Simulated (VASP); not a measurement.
Here is a VASP 6.6.1 calculation.

Contents of INCAR:

```
ALGO     = Normal         # electronic algorithm
EDIFF    = 1E-7           # SCF threshold, eV
ENCUT    = 520            # plane-wave cutoff, eV
ISIF     = 2              # what is computed and relaxed
ISMEAR   = -1             # smearing method
LASPH    = True           # aspherical terms in the spheres
LCHARG   = True           # write CHGCAR
LELF     = True           # ELF
LREAL    = False          # projectors in reciprocal space
LVHAR    = True         
LWAVE    = False          # write WAVECAR
NBANDS   = 10             # bands
NELM     = 100            # most SCF steps
PREC     = Accurate       # precision mode
SIGMA    = 0.08           # smearing width, eV
```

The input KPOINTS:

```
k-points
0
Gamma
  15 15 15
```

File POSCAR:

```
Cl
1.0
    2.6313454400      0.0000000000      0.0000000000
    0.0000000000      2.6313454400      0.0000000000
    0.0000000000      0.0000000000      2.6313454400
Cl
1
Direct
    0.0000000000      0.0000000000      0.0000000000
```

Potentials or basis: VASP PAW LDA potentials, release 64 (Cl).

The run is started by

```sh
$ cat potpaw_LDA.64/Cl/POTCAR > POTCAR
$ mpirun -np 1 vasp_std > vasp.out
```

What does it give for the pressure?

9.4 GPa.

Caveat: an odd number of electrons without spin polarisation forces a metal; a magnetic or distorted state may lie lower.
